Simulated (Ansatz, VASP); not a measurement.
**BAs in VASP and in Ansatz**

```
B As
1.0
     0.00000    2.38850    2.38850
     2.38850    0.00000    2.38850
     2.38850    2.38850    0.00000
B As
1 1
Direct
  0.00000 0.00000 0.00000
  0.25000 0.25000 0.25000
```

Alike in both runs: task single point; functional PBE; k mesh 5 × 5 × 5; no spin polarisation.

```csv
,VASP,Ansatz
version,VASP 6.6.1,Ansatz 0.2.0
potentials or method,"VASP PAW PBE potentials, release 64 (B, As)","plane waves, PAW"
plane-wave cutoff (eV),500,420
occupations,"gaussian, width 0.01 eV",fixed
valence electrons in the cell,8,18
```

VASP gave:

| Quantity | Value |
| --- | --- |
| gap on the k mesh at the Fermi level (eV) | 1.17 |

Problem. What did Ansatz give for the same quantities?

Solution. gap on the k mesh at the Fermi level (eV): 1.18.

VASP's potentials hold 8 valence electrons a cell and Ansatz's 18, so a difference there can come from the potentials and not from the codes.

The k mesh is coarse, so the values compare programs but aren't converged.
